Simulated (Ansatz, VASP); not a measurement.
## One calculation of Co, two programs

INCAR

```
SYSTEM = Co
ALGO = Normal ; EDIFF = 1E-8
ENCUT = 520 ; GGA = PS
ISIF = 2 ; ISMEAR = -1
ISPIN = 2 ; LASPH = .TRUE.
LCHARG = .FALSE. ; LEFG = .TRUE.
LMAXMIX = 4 ; LORBIT = 11
LREAL = .FALSE. ; LWAVE = .FALSE.
MAGMOM = 2 2 ; NBANDS = 20
NELM = 150 ; PREC = Accurate
SIGMA = 0.05
```

File KPOINTS:

```
k-points
0
G
  19 19 10
  0 0 0
```

POSCAR

```
Co
1.0
    2.5439430942      0.0000000000      0.0000000000
   -1.2719715471      2.2031193454      0.0000000000
    0.0000000000      0.0000000000      4.1315075849
Co
2
Direct
    0.3333333333      0.6666666667      0.2500000000
    0.6666666667      0.3333333333      0.7500000000
```

Input for Ansatz:

```yaml
crystal:
  lattice:
    - [2.5439430942, 0.0, 0.0]
    - [-1.2719715471, 2.2031193454, 0.0]
    - [0.0, 0.0, 4.1315075849]
  atoms:
    - { symbol: Co, position: [0.3333333333, 0.6666666667, 0.25], spin: 2.0 }
    - { symbol: Co, position: [0.6666666667, 0.3333333333, 0.75], spin: 2.0 }
magnetization:
  spin_polarized: true
kpoints:
  mp_grid: { grid: [19, 19, 10] }
scf:
  occupations: { method: fermi_dirac, width: 0.05 }
hamiltonian:
  xc: pbesol
  pseudopotentials: { kind: paw }
output:
  forces: true
  stress: true
  eigenvalues: true
  efg: { contact_densities: true }
```

Change from the starting cell: volume scaled by 1.03, PAW files.

Alike in both runs: task electric field gradients; functional PBEsol; k mesh 19 × 19 × 10; occupations fermi-dirac, width 0.05 eV; collinear spin.

|  | VASP | Ansatz |
| --- | --- | --- |
| version | VASP 6.6.1 | Ansatz 0.2.0 |
| potentials or method | VASP PAW PBE potentials, release 64 (Co) | PAW with Ansatz's default frozen-core files, scalar-relativistic |
| plane-wave cutoff (eV) | 520 | 420 |
| valence electrons in the cell | 18 | 34 |

```csv
,VASP,Ansatz,Ansatz less VASP
pressure (GPa),-20.9,-20.6,+0.35
"traceless stress, the component that is largest in VASP (GPa)",-0.78,-0.63,+0.144
net moment per atom (μB),1.66,1.67,+0.012
size of the moment on the site where the two differ most (μB),1.68,1.74,+0.060
size of Vzz on the site where it differs most (V/Å²),2.0,2.0,-0.08
```

VASP's potentials were made for PBE, not for PBEsol. Site moments also hang on the region over which each program counts them. VASP's potentials hold 18 valence electrons a cell and Ansatz's 34, so a difference there can come from the potentials and not from the codes.
